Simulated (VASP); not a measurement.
# Al (Fm-3m) in VASP: a series of runs, part 2 of 2

VASP 6.6.1. The steps go on from the part before.

## (3) Single point, RPBE

This run uses another cell than the first one, of 16.82 Å³/atom, 1.013 times its volume.

The input, INCAR:

```
SYSTEM = Al
PREC = Accurate
ENCUT = 520
EDIFF = 1E-6
ISMEAR = -1
SIGMA = 0.05
LREAL = .FALSE.
LASPH = .TRUE.
NELM = 80
ALGO = Normal
ISIF = 2
LWAVE = .FALSE.
LCHARG = .FALSE.
GGA = RP
NBANDS = 8
```

The input, KPOINTS:

```
Automatic mesh
0
G
  11 11 11
  0 0 0
```

The input, POSCAR:

```
Al
1.0
    0.0000000000      2.0335773282      2.0335773282
    2.0335773282      0.0000000000      2.0335773282
    2.0335773282      2.0335773282      0.0000000000
Al
1
Direct
    0.0000000000      0.0000000000      0.0000000000
```

Potentials or basis: VASP PAW PBE potentials, release 64 (Al).

Run with:

```console
> cat potpaw_PBE.64/Al/POTCAR > POTCAR
> mpirun -np 1 vasp_std > vasp.out
```

It took 2.5 s on 1 thread of Intel Xeon 6975P-C (Granite Rapids), shared host; peak memory 0.12 GiB.

It converged, with:

```yaml
Free_energy: -3.5177 eV
Pressure: -0.2 GPa
```

Levels at points of the mesh, in eV from the Fermi level:
```csv
k point,band 1,band 2,band 3,band 4
"(0.00, 0.00, 0.00)",-11.02,12.48,12.48,12.48
```

Caveat: the PAW data sets were made with another functional, which shifts forces and pressure a little.

## (4) Single point, r2SCAN+rVV10

This run uses another cell than the first one, of 15.89 Å³/atom, 0.957 times its volume.

The input, POSCAR:

```
Al
1.0
    0.0000000000      1.9955882458      1.9955882458
    1.9955882458      0.0000000000      1.9955882458
    1.9955882458      1.9955882458      0.0000000000
Al
1
Direct
    0.0000000000      0.0000000000      0.0000000000
```

The input, INCAR.step1:

```
SYSTEM = Al
PREC     = Accurate       ! precision mode
ENCUT    = 520            ! plane-wave cutoff, eV
ISMEAR   = -1             ! smearing method
SIGMA    = 0.05           ! smearing width, eV
LREAL    = .FALSE.        ! projectors in reciprocal space
LASPH    = .TRUE.         ! aspherical terms in the spheres
NELM     = 60             ! most SCF steps
NBANDS   = 8              ! bands
GGA      = PE             ! functional
ALGO     = Normal         ! electronic algorithm
EDIFF    = 1E-4           ! SCF threshold, eV
LWAVE    = .TRUE.         ! write WAVECAR
LCHARG   = .FALSE.        ! write CHGCAR
```

The input, INCAR.step2:

```
SYSTEM = Al
PREC     = Accurate       ! precision mode
ENCUT    = 520            ! plane-wave cutoff, eV
EDIFF    = 1E-6           ! SCF threshold, eV
ISMEAR   = -1             ! smearing method
SIGMA    = 0.05           ! smearing width, eV
LREAL    = .FALSE.        ! projectors in reciprocal space
LASPH    = .TRUE.         ! aspherical terms in the spheres
NELM     = 60             ! most SCF steps
ALGO     = Normal         ! electronic algorithm
ISIF     = 2              ! what is computed and relaxed
LWAVE    = .FALSE.        ! write WAVECAR
LCHARG   = .TRUE.         ! write CHGCAR
METAGGA  = R2SCAN         ! meta-GGA
LMIXTAU  = .TRUE.       
LUSE_VDW = .TRUE.       
IVDW_NL  = 2            
BPARAM   = 11.95        
CPARAM   = 0.0093       
LELF     = .TRUE.         ! ELF
LVHAR    = .TRUE.       
NBANDS   = 8              ! bands
ISTART   = 1
```

The input, KPOINTS:

```
regular mesh
0
G
  11 11 11
  0 0 0
```

Run with:

```console
> cat potpaw_PBE.64/Al/POTCAR > POTCAR
> cp INCAR.step1 INCAR
> mpirun -np 1 vasp_std > vasp.out
> cp INCAR.step2 INCAR
> mpirun -np 1 vasp_std > vasp.out
```

Wall time 19 s (1 thread of Intel Xeon 6975P-C (Granite Rapids), shared host); peak memory 0.2 GiB.

It converged, with:

* Free energy: -6.6804 eV
* Pressure: -0.3 GPa

Levels at points of the mesh, in eV from the Fermi level:
| k point | band 1 | band 2 | band 3 | band 4 | band 5 | band 6 |
| --- | --- | --- | --- | --- | --- | --- |
| (0.00, 0.00, 0.00) | -12.10 | 13.54 | 13.54 | 13.54 | 15.75 | 15.75 |

Caveat: the PAW data sets were made with another functional, which shifts forces and pressure a little.

## (5) Relaxation of cell and atoms, PBE

The input, INCAR:

```
PREC     = Accurate       # precision mode
ENCUT    = 600            # plane-wave cutoff, eV
EDIFF    = 1E-6           # SCF threshold, eV
ISMEAR   = -1             # smearing method
SIGMA    = 0.05           # smearing width, eV
LREAL    = False          # projectors in reciprocal space
LASPH    = True           # aspherical terms in the spheres
NELM     = 60             # most SCF steps
ALGO     = Normal         # electronic algorithm
ISIF     = 3              # what is computed and relaxed
LWAVE    = False          # write WAVECAR
LCHARG   = False          # write CHGCAR
GGA      = PE             # functional
IBRION   = 2              # ionic algorithm
NSW      = 60             # ionic steps
EDIFFG   = -0.01          # ionic threshold
```

The input, KPOINTS:

```
Automatic mesh
0
Gamma
  11 11 11
```

The input, POSCAR:

```
Al
1.0
    0.0000000000      2.0248050000      2.0248050000
    2.0248050000      0.0000000000      2.0248050000
    2.0248050000      2.0248050000      0.0000000000
Al
1
Direct
    0.0000000000      0.0000000000      0.0000000000
```

Run with:

```console
> cat potpaw_PBE.64/Al/POTCAR > POTCAR
> mpirun -np 1 vasp_std > vasp.out
```

Wall time 2.3 s (1 thread of Intel Xeon 6975P-C (Granite Rapids), shared host); peak memory 0.13 GiB.

It converged, with:

```
Free energy                            : -3.7559 eV
Relaxed volume                         : 16.49 Å³/atom
Relaxed cell                           : a = 2.857 Å, b = 2.857 Å, c = 2.857 Å, α = 60.00°, β = 60.00°, γ = 60.00°
Space group after relaxing (to 0.05 Å) : Fm-3m (No. 225)
Energy gained by relaxing              : 0.1 meV/atom
Ionic steps                            : 2
Pressure after relaxing                : 0.1 GPa
```

The path:
```
step  energy change (eV)  largest force (eV/Å)  pressure (GPa)  volume (Å³)
   1              0.0000                0.0000           -0.46        16.60
   2             -0.0001                0.0000            0.08        16.49
```

Final structure:
```xyz
1
Lattice="0.0000 2.0201 2.0201 2.0201 0.0000 2.0201 2.0201 2.0201 0.0000" Properties=species:S:1:pos:R:3 pbc="T T T"
Al    0.0000    2.0201    2.0201
```

Levels at points of the mesh, in eV from the Fermi level:
```tsv
k point	band 1	band 2	band 3	band 4	band 5
(0.00, 0.00, 0.00)	-11.15	12.61	12.61	12.61	14.11
```

## (6) Relaxation of cell and atoms, PBEsol

The input, INCAR:

```
SYSTEM = Al
ALGO     = Normal         ! electronic algorithm
EDIFF    = 1E-6           ! SCF threshold, eV
EDIFFG   = -0.01          ! ionic threshold
ENCUT    = 600            ! plane-wave cutoff, eV
GGA      = PS             ! functional
IBRION   = 2              ! ionic algorithm
ISIF     = 3              ! what is computed and relaxed
ISMEAR   = -1             ! smearing method
LASPH    = .TRUE.         ! aspherical terms in the spheres
LCHARG   = .FALSE.        ! write CHGCAR
LREAL    = .FALSE.        ! projectors in reciprocal space
LWAVE    = .FALSE.        ! write WAVECAR
NELM     = 100            ! most SCF steps
NSW      = 60             ! ionic steps
PREC     = Accurate       ! precision mode
SIGMA    = 0.05           ! smearing width, eV
```

The input, KPOINTS:

```
k-points
0
G
  11 11 11
  0 0 0
```

POSCAR is that of step 5.

Potentials or basis: VASP PAW PBE potentials, release 64 (Al).

Run with:

```console
> cat potpaw_PBE.64/Al/POTCAR > POTCAR
> mpirun -np 1 vasp_std > vasp.out
```

Run time: 3 s. Hardware: 1 thread of Intel Xeon 6975P-C (Granite Rapids), shared host; peak memory 0.13 GiB.

Results (log left out):

* Free energy: -4.1019 eV
* Relaxed volume: 16.22 Å³/atom
* Relaxed cell: a = 2.841 Å, b = 2.841 Å, c = 2.841 Å, α = 60.00°, β = 60.00°, γ = 60.00°
* Space group after relaxing (to 0.05 Å): Fm-3m (No. 225)
* Energy gained by relaxing: 2.3 meV/atom
* Ionic steps: 3
* Pressure after relaxing: 0.0 GPa

Step by step:
| step | energy change (eV) | largest force (eV/Å) | pressure (GPa) | volume (Å³) |
| --- | --- | --- | --- | --- |
| 1 | 0.0000 | 0.0000 | -1.87 | 16.60 |
| 2 | -0.0022 | 0.0000 | 0.39 | 16.14 |
| 3 | -0.0023 | 0.0000 | 0.00 | 16.22 |

Final structure:
```cif
data_structure
_symmetry_space_group_name_H-M 'P 1'
_symmetry_Int_Tables_number 1
_cell_length_a 2.8410
_cell_length_b 2.8410
_cell_length_c 2.8410
_cell_angle_alpha 60.000
_cell_angle_beta 60.000
_cell_angle_gamma 60.000
_cell_volume 16.22
loop_
_atom_site_label
_atom_site_type_symbol
_atom_site_fract_x
_atom_site_fract_y
_atom_site_fract_z
_atom_site_occupancy
Al1 Al 0.00000 0.00000 0.00000 1
```

Levels at points of the mesh, in eV from the Fermi level:
```
           k point  band 1  band 2  band 3  band 4
(0.00, 0.00, 0.00)  -11.25   12.69   12.69   12.69
```

Caveat: the PAW data sets were made with another functional, which shifts forces and pressure a little.

## (7) Summary

| task | level | cell | cutoff (eV) | gap on the mesh (eV) | pressure (GPa) | relaxed volume (Å³/atom) |
| --- | --- | --- | --- | --- | --- | --- |
| single point | PBE exchange alone | a = 2.864 Å, angles 60.0°, 1 atom | 520 | none | 9.2 | - |
| single point | RPBE | a = 2.876 Å, angles 60.0°, 1 atom | 520 | none | -0.2 | - |
| single point | r2SCAN+rVV10 | a = 2.822 Å, angles 60.0°, 1 atom | 520 | none | -0.3 | - |
| relaxation of cell and atoms | PBE | relaxed from a = 2.864 Å, angles 60.0°, 1 atom | 600 | none | 0.1 | 16.49 |
| relaxation of cell and atoms | PBEsol | relaxed from a = 2.864 Å, angles 60.0°, 1 atom | 600 | none | 0.0 | 16.22 |

Alike in all rows: potentials or basis VASP PAW PBE potentials, release 64 (Al); no spin polarisation; k mesh 11 × 11 × 11; smearing fermi-dirac 0.05 eV.

Caveats: the PAW data sets were made with another functional, which shifts forces and pressure a little (some runs).

Absolute energies hang on the potentials; compare differences alone.

## (8) Comparison with measurements

Step 5. The cell as given is a measured one (16.60 Å³/atom); PBE puts the equilibrium volume -0.7 % from it, thermal expansion not counted.

Step 6. The cell as given is a measured one (16.60 Å³/atom); PBEsol puts the equilibrium volume -2.3 % from it, thermal expansion not counted.
